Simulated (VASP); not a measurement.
Runs of VASP 6.6.1 on SrCl2. Symmetry: Fm-3m, No. 225, cubic system. Conventional cell: a = 6.977 Å, b = 6.977 Å, c = 6.977 Å, α = 90.00°, β = 90.00°, γ = 90.00°. Sr (site symmetry m-3m) has 8 Cl at 3.02 Å within 4.0 Å. Cl (site symmetry -43m) has 4 Sr at 3.02 Å and 6 Cl at 3.49 Å within 4.0 Å. 

| level | gap on the mesh (eV) | pressure (GPa) |
| --- | --- | --- |
| RPBE | 5.94 | 3.0 |
| revPBE | (b) | 2.6 |
| BLYP | 5.70 | (a) |
| PBEsol | (c) | -1.0 |
| PBE | 5.65 | 1.1 |

Alike in all rows: task single point; potentials or basis VASP PAW PBE potentials, release 64 (Sr_sv, Cl); no spin polarisation; cell as given; k mesh 5 × 5 × 5, shifted; cutoff (eV) 500; smearing gaussian 0.01 eV.

Estimate the missing entries.

(a) 2.7; (b) 5.91; (c) 5.46.

Caveats: a shifted mesh leaves out Γ, where band edges can lie; the PAW data sets were made with another functional, which shifts forces and pressure a little (at least some runs); the cell stands under pressure (at least some runs).

A k mesh can miss the band edges, and the runs leave out spin-orbit coupling on Sr.
